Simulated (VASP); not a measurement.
# Ca2AlO (P4/mmm) in VASP: relaxation of cell and atoms with PBE

Aim: the relaxation of cell and atoms of Ca2AlO with PBE.

Everything below comes from runs of VASP 6.6.1. Logs are shortened: lines on timing, memory, paths and dates and some standing lists are left out, and cuts for length are marked.

## (1) The cell of the first run

Symmetry: P4/mmm, No. 123, tetragonal system. Conventional cell: a = 5.428 Å, b = 5.428 Å, c = 3.635 Å, α = 90.00°, β = 90.00°, γ = 90.00°. Within 3.9 Å of Ca (site symmetry mmm) lie 2 Al at 2.71 Å and 2 O at 2.71 Å and 6 Ca at 3.63 to 3.84 Å. Al (site symmetry 4/mmm) has 4 Ca at 2.71 Å and 2 Al at 3.63 Å and 4 O at 3.84 Å within 3.9 Å. O (site symmetry 4/mmm) has 4 Ca at 2.71 Å and 2 O at 3.63 Å and 4 Al at 3.84 Å within 3.9 Å.

The cell was generated, and may not be a known phase.

## (2) Relaxation of cell and atoms, PBE

Contents of INCAR:

```
SYSTEM = Ca2AlO
  PREC = Accurate
  ENCUT = 600
  EDIFF = 1E-7
  ISMEAR = 0
  SIGMA = 0.1
  LREAL = .False.
  LASPH = .True.
  NELM = 80
  ALGO = Normal
  ISIF = 3
  LWAVE = .False.
  LCHARG = .False.
  GGA = PE
  IBRION = 2
  NSW = 100
  EDIFFG = -0.01
```

Contents of KPOINTS:

```
regular mesh
0
Gamma
  8 8 12
  0 0 0
```

Contents of POSCAR:

```
Ca2AlO
1.0
    5.4280270476      0.0000000000      0.0000000000
    0.0000000000      5.4280270476      0.0000000000
    0.0000000000      0.0000000000      3.6347923883
Ca Al O
2 1 1
Direct
    0.0000000000      0.5000000000      0.0000000000
    0.5000000000      0.0000000000      0.0000000000
    0.5000000000      0.5000000000      0.0000000000
    0.0000000000      0.0000000000      0.0000000000
```

Potentials or basis: VASP PAW PBE potentials, release 64 (Ca_sv, Al, O).

The run is started by

```
cat potpaw_PBE.64/Ca_sv/POTCAR potpaw_PBE.64/Al/POTCAR potpaw_PBE.64/O/POTCAR > POTCAR
mpirun -np 1 vasp_std > vasp.out
```

OUTCAR:

```text
SYSTEM = Ca2AlO
   PREC = Accurate
   ENCUT = 600
   EDIFF = 1E-7
   ISMEAR = 0
   LREAL = .False.
   LASPH = .True.
   NELM = 80
   ISIF = 3
   GGA = PE
   IBRION = 2
   NSW = 100
   EDIFFG = -0.01

 ion  position               nearest neighbor table
   1  0.000  0.500  0.000-   3 2.71   3 2.71
   2  0.500  0.000  0.000-   3 2.71   3 2.71
   3  0.500  0.500  0.000-   1 2.71   2 2.71   2 2.71   1 2.71
   4  0.000  0.000  0.000-

  LATTYP: Found a simple tetragonal cell.
 ALAT       =     5.4280270476
 C/A-ratio  =     0.6696341703

  Lattice vectors:

 A1 = (   5.4280270476,   0.0000000000,   0.0000000000)
 A2 = (   0.0000000000,   5.4280270476,   0.0000000000)
 A3 = (   0.0000000000,   0.0000000000,   3.6347923883)

Analysis of symmetry for initial positions (statically):
=====================================================================
 Subroutine PRICEL returns:
 Original cell was already a primitive cell.

 Routine SETGRP: Setting up the symmetry group for a
 simple tetragonal supercell.

 Subroutine GETGRP returns: Found 16 space group operations
 (whereof 16 operations were pure point group operations)
 out of a pool of 16 trial point group operations.

The static configuration has the point symmetry D_4h.

Analysis of symmetry for dynamics (positions and initial velocities):
=====================================================================
 Subroutine PRICEL returns:
 Original cell was already a primitive cell.

 Routine SETGRP: Setting up the symmetry group for a
 simple tetragonal supercell.

 Subroutine GETGRP returns: Found 16 space group operations
 (whereof 16 operations were pure point group operations)
 out of a pool of 16 trial point group operations.

The dynamic configuration has the point symmetry D_4h.

 Subroutine INISYM returns: Found 16 space group operations
 (whereof 16 operations are pure point group operations),
 and found     1 'primitive' translations

----------------------------------------------------------------------------------------

                                     Primitive cell

  volume of cell :     107.0936

  direct lattice vectors                    reciprocal lattice vectors
     5.428027048  0.000000000  0.000000000     0.184229001  0.000000000  0.000000000
     0.000000000  5.428027048  0.000000000     0.000000000  0.184229001  0.000000000
     0.000000000  0.000000000  3.634792388     0.000000000  0.000000000  0.275118877

  length of vectors
     5.428027048  5.428027048  3.634792388     0.184229001  0.184229001  0.275118877

  position of ions in fractional coordinates (direct lattice)
     0.000000000  0.500000000  0.000000000
     0.500000000  0.000000000  0.000000000
     0.500000000  0.500000000  0.000000000
     0.000000000  0.000000000  0.000000000

  ion indices of the primitive-cell ions
   primitive index   ion index
                 1           1
                 2           2
                 3           3
                 4           4

----------------------------------------------------------------------------------------

 KPOINTS: regular mesh

Automatic generation of k-mesh.
 Grid dimensions read from file:
 generate k-points for:    8    8   12

 Generating k-lattice:

  Cartesian coordinates                     Fractional coordinates (reciprocal lattice)
     0.023028625  0.000000000  0.000000000     0.125000000  0.000000000  0.000000000
     0.000000000  0.023028625  0.000000000     0.000000000  0.125000000  0.000000000
     0.000000000  0.000000000  0.022926573     0.000000000  0.000000000  0.083333333

  Length of vectors
     0.023028625  0.023028625  0.022926573

  Shift w.r.t. Gamma in fractional coordinates (k-lattice)
     0.000000000  0.000000000  0.000000000

 Subroutine IBZKPT returns following result:
 ===========================================

 Found    105 irreducible k-points:

 Following reciprocal coordinates:
            Coordinates               Weight
  0.000000  0.000000  0.000000      1.000000
  0.125000  0.000000  0.000000      4.000000
  0.250000  0.000000  0.000000      4.000000
  0.375000  0.000000  0.000000      4.000000
  0.500000  0.000000  0.000000      2.000000
  0.125000  0.125000  0.000000      4.000000
[... 16 lines left out ...]
  0.375000  0.125000  0.083333     16.000000
  0.500000  0.125000  0.083333      8.000000
 [... further k-points ...]
   k-points           NKPTS =    105   k-points in BZ     NKDIM =    105   number of bands    NBANDS=     18
   number of dos      NEDOS =    301   number of ions     NIONS =      4
   total plane-waves  NPLWV =  69120
   dimension x,y,z NGX =    48 NGY =   48 NGZ =   30
   dimension x,y,z NGXF=    96 NGYF=   96 NGZF=   60
   ions per type =               2   1   1
   NGX,Y,Z   is equivalent  to a cutoff of  14.70, 14.70, 13.72 a.u.
   NGXF,Y,Z  is equivalent  to a cutoff of  29.40, 29.40, 27.44 a.u.
 SYSTEM =  Ca2AlO
   PREC   = accura    normal or accurate (medium, high low for compatibility)
   ISTART =      0    job   : 0-new  1-cont  2-samecut
   ICHARG =      2    charge: 1-file 2-atom 10-const
   ISPIN  =      1    spin polarized calculation?
   LNONCOLLINEAR =      F non collinear calculations
   LSORBIT =      F    spin-orbit coupling
   LASPH  =      T    aspherical Exc in radial PAW
   ENCUT  =  600.0 eV  44.10 Ry    6.64 a.u.  10.84 10.84  7.26*2*pi/ulx,y,z
   NELM   =     80;   NELMIN=  2; NELMDL= -5     # of ELM steps
   EDIFF  = 0.1E-06   stopping-criterion for ELM
   LREAL  =      F    real-space projection
   EDIFFG = -.1E-01   stopping-criterion for IOM
   NSW    =    100    number of steps for IOM
   IBRION =      2    ionic relax: 0-MD 1-quasi-New 2-CG
   NFREE  =      1    steps in history (QN), initial steepest desc. (CG)
   ISIF   =      3    stress and relaxation
   ISYM   =      2    0-nonsym 1-usesym 2-fastsym
   POTIM  = 0.5000    time-step for ionic-motion
   TEBEG  =    0.0;   TEEND  =   0.0 temperature during run
   PSTRESS=    0.0 pullay stress
   NELECT =      29.0000    total number of electrons
   NUPDOWN=      -1.0000    fix difference up-down
   EMIN   =  10.00;   EMAX   =-10.00  energy-range for DOS
   EFERMI =   0.00;   METHOD = LEGACY
   ISMEAR =     0;   SIGMA  =   0.10  broadening in eV -4-tet -1-fermi 0-gaus
   EFERMI_NEDOS =   21; number of points for ismear=-14 and -15
   IALGO  =     38    algorithm
   IMIX   =      4    mixing-type and parameters
     AMIX     =   0.40;   BMIX     =  1.00
     AMIX_MAG =   1.60;   BMIX_MAG =  1.00
  volume/ion in A,a.u.               =      26.77       180.68
  Fermi-wavevector in a.u.,A,eV,Ry     =   1.059139  2.001482 15.262681  1.121775
  Thomas-Fermi vector in A             =   2.194474
   LORBIT       =      0    0 simple, 1 ext, 2 COOP (PROOUT), +10 PAW based schemes
   GGA     = PE    functional components
   LHFCALC =     F    Hartree Fock is set to
   AEXX    =    0.0000 exact exchange contribution
   IVDW    =     0    specifies the selected vdW correction
   LEPSILON=     F    determine dielectric tensor
   LRPA    =     F    only Hartree local field effects (RPA)
 conjugate gradient relaxation of ions
 non-spin polarized calculation
 Gauss-broadening in eV      SIGMA  =   0.10
  energy-cutoff  :      600.00
  volume of cell :      107.09
 maximum number of plane-waves:      3606
 NGX is ok and might be reduce to    48
   NGX = 21   NGY = 21   NGZ = 15

--------------------------------------- Ionic step        1  -------------------------------------------

 number of electron      28.9999994 magnetization

 Free energy of the ion-electron system (eV)
  ---------------------------------------------------
  ext. energy  EPLUGINS =         0.00000000
  ---------------------------------------------------
  free energy    TOTEN  =       -13.34679139 eV

  energy without entropy =      -13.33298035  energy(sigma->0) =      -13.33988587

------------------------ aborting loop because EDIFF is reached ----------------------------------------

  FORCE on cell =-STRESS in cart. coord.  units (eV):
  Direction    XX          YY          ZZ          XY          YZ          ZX
  --------------------------------------------------------------------------------------
  -------------------------------------------------------------------------------------
  Total        0.3407835      0.3407835     -0.1521591      0.0000000      0.0000000      0.0000000
  in kB        5.0983010      5.0983010     -2.2763805      0.0000000      0.0000000      0.0000000
  external PRESSURE =       2.6400738 kB  Pullay stress =       0.0000000 kB

 VOLUME and BASIS-vectors are now :
 -----------------------------------------------------------------------------
  energy-cutoff  :      600.00
  volume of cell :      107.09
      direct lattice vectors                 reciprocal lattice vectors
     5.428027048  0.000000000  0.000000000     0.184229001  0.000000000  0.000000000
     0.000000000  5.428027048  0.000000000     0.000000000  0.184229001  0.000000000
     0.000000000  0.000000000  3.634792388     0.000000000  0.000000000  0.275118877
[... 115 lines left out ...]
 POSITION                                       TOTAL-FORCE (eV/Angst)
 -----------------------------------------------------------------------------------
      0.00000      2.72530      0.00000         0.000000      0.000000      0.000000
      2.72530      0.00000      0.00000         0.000000      0.000000      0.000000
      2.72530      2.72530      0.00000         0.000000      0.000000      0.000000
      0.00000      0.00000      0.00000         0.000000      0.000000      0.000000
 -----------------------------------------------------------------------------------
    total drift:                                0.000000      0.000000      0.000000

  FREE ENERGIE OF THE ION-ELECTRON SYSTEM (eV)
  ---------------------------------------------------
  free  energy   TOTEN  =       -13.3485256040 eV

  energy  without entropy=      -13.3347813255  energy(sigma->0) =      -13.34165346

--------------------------------------- Ionic step        5  -------------------------------------------

 number of electron      28.9999995 magnetization

 Free energy of the ion-electron system (eV)
  ---------------------------------------------------
  ext. energy  EPLUGINS =         0.00000000
  ---------------------------------------------------
  free energy    TOTEN  =       -13.34881642 eV

  energy without entropy =      -13.33524516  energy(sigma->0) =      -13.34203079

 E-fermi :   2.0226     XC(G=0):  -8.2283

 val. band max:        2.0191857151   @ k =   0.5000   0.3750   0.4167
 cond. band min:       2.0241850338   @ k =   0.3750   0.3750   0.4167
 fundamental gap:      0.0049993187
 Fermi energy:         2.0225936648

 k-point     1 :       0.0000    0.0000    0.0000
  band No.  band energies     occupation
      1     -38.9995      2.00000
      2     -38.9869      2.00000
      3     -20.1332      2.00000
      4     -20.1332      2.00000
      5     -20.1105      2.00000
      6     -20.0963      2.00000
[... 10 lines left out ...]
     17       3.4106      0.00000
     18       3.4129      0.00000
[... 463 lines left out ...]
 k-point    24 :       0.5000    0.1250    0.0833
  band No.  band energies     occupation
      1     -38.9922      2.00000
      2     -38.9921      2.00000
      3     -20.1558      2.00000
      4     -20.1143      2.00000
      5     -20.1143      2.00000
      6     -20.1048      2.00000
[... 10 lines left out ...]
     17       3.6199      0.00000
     18       4.6441      0.00000

 [... further k-points ...]

------------------------ aborting loop because EDIFF is reached ----------------------------------------

  FORCE on cell =-STRESS in cart. coord.  units (eV):
  Direction    XX          YY          ZZ          XY          YZ          ZX
  --------------------------------------------------------------------------------------
  -------------------------------------------------------------------------------------
  Total       -0.0100045     -0.0100045     -0.0289558      0.0000000      0.0000000      0.0000000
  in kB       -0.1496944     -0.1496944     -0.4332545      0.0000000      0.0000000      0.0000000
  external PRESSURE =      -0.2442144 kB  Pullay stress =       0.0000000 kB

 VOLUME and BASIS-vectors are now :
 -----------------------------------------------------------------------------
  energy-cutoff  :      600.00
  volume of cell :      107.08
      direct lattice vectors                 reciprocal lattice vectors
     5.449396679  0.000000000  0.000000000     0.183506553  0.000000000  0.000000000
     0.000000000  5.449396679  0.000000000     0.000000000  0.183506553  0.000000000
     0.000000000  0.000000000  3.605833394    -0.000000000  0.000000000  0.277328398

 POSITION                                       TOTAL-FORCE (eV/Angst)
 -----------------------------------------------------------------------------------
      0.00000      2.72470      0.00000         0.000000      0.000000      0.000000
      2.72470      0.00000      0.00000         0.000000      0.000000      0.000000
      2.72470      2.72470      0.00000         0.000000      0.000000      0.000000
      0.00000      0.00000      0.00000         0.000000      0.000000      0.000000
 -----------------------------------------------------------------------------------
    total drift:                                0.000000      0.000000      0.000000

  FREE ENERGIE OF THE ION-ELECTRON SYSTEM (eV)
  ---------------------------------------------------
  free  energy   TOTEN  =       -13.3488164245 eV

  energy  without entropy=      -13.3352451572  energy(sigma->0) =      -13.34203079

 reached required accuracy - stopping structural energy minimisation
```

It took 6.7 min on 1 thread of Intel Xeon 6975P-C (Granite Rapids), shared host; peak memory 0.45 GiB.

Results:

```yaml
Free_energy: -13.3488 eV
Relaxed_volume: 26.77 Å³/atom
Relaxed_cell: a = 5.449 Å, b = 5.449 Å, c = 3.606 Å, α = 90.00°, β = 90.00°, γ = 90.00°
Space_group_after_relaxing_to_0.1_Å: P4/mmm (No. 123)
Energy_gained_by_relaxing: 0.5 meV/atom
Ionic_steps: 5
Pressure_after_relaxing: 0.0 GPa
Band_gap_on_the_k_mesh: zero (an odd number of electrons rules out a gap without spin polarisation)
```

Step by step:
```
step  energy change (eV)  largest force (eV/Å)  pressure (GPa)  volume (Å³)
   1              0.0000                0.0000            0.26       107.09
   2             -0.0016                0.0000           -0.07       107.78
   3             -0.0016                0.0000           -0.08       107.80
   4             -0.0017                0.0000           -0.07       107.62
   5             -0.0020                0.0000           -0.02       107.08
```

Final structure:
```yaml
crystal:
  lattice:
    - [5.44940, 0.00000, 0.00000]
    - [0.00000, 5.44940, 0.00000]
    - [0.00000, 0.00000, 3.60583]
  atoms:
    - { symbol: Ca, position: [0.00000, 0.50000, 0.00000] }
    - { symbol: Ca, position: [0.50000, 0.00000, 0.00000] }
    - { symbol: Al, position: [0.50000, 0.50000, 0.00000] }
    - { symbol: O, position: [0.00000, 0.00000, 0.00000] }
```

Caveat: an odd number of electrons without spin polarisation forces a metal; a magnetic or distorted state may lie lower.
